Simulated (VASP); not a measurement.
Runs of VASP 6.6.1 on BaTiO3. Symmetry: R3m, No. 160, trigonal system. The conventional cell has a = 5.655 Å, b = 5.655 Å, c = 6.955 Å, α = 90.00°, β = 90.00°, γ = 120.00°. Within 3.7 Å of Ba (site symmetry 3m) lie 12 O at 2.79 to 2.89 Å and 8 Ti at 3.37 to 3.59 Å. Within 2.5 Å of Ti (site symmetry 3m) lie 6 O at 1.87 to 2.14 Å. Within 2.5 Å of O (site symmetry m) lie 2 Ti at 1.87 to 2.14 Å. 

| level | potentials or basis | cutoff (eV) | gap on the mesh (eV) | pressure (GPa) | largest force (eV/Å) |
| --- | --- | --- | --- | --- | --- |
| LDA | VASP PAW LDA potentials, release 64 (Ba_sv, Ti_sv, O) | 600 | 2.71 | -4.1 | 0.16 |
| PBEsol | VASP PAW PBE potentials, release 64 (Ba_sv, Ti_sv, O) | 600 | (c) | 0.5 | 0.20 |
| RPBE | VASP PAW PBE potentials, release 64 (Ba_sv, Ti_sv, O) | 600 | 2.81 | 10.9 | 0.26 |
| revPBE | VASP PAW PBE potentials, release 64 (Ba_sv, Ti_sv, O) | 600 | (b) | 9.8 | 0.26 |
| r2SCAN | VASP PAW PBE potentials, release 64 (Ba_sv, Ti_sv, O) | 660 | (a) | 3.7 | 0.31 |

Alike in all rows: task single point; no spin polarisation; cell as given; k mesh 4 × 4 × 4, shifted; smearing gaussian 0.01 eV.

**Question.** Fill in the values left out.

**Answer.** (a) 3.17; (b) 2.80; (c) 2.74.

Caveats: spin-orbit coupling is left out, which moves the levels of the heavy elements; a shifted mesh leaves out Γ, where band edges can lie; the PAW data sets were made with another functional, which shifts forces and pressure a little (at least some runs); the cell stands under pressure (at least some runs); the cell stands under tension (at least some runs).

A k mesh can miss the band edges, and the runs leave out spin-orbit coupling on Ba.
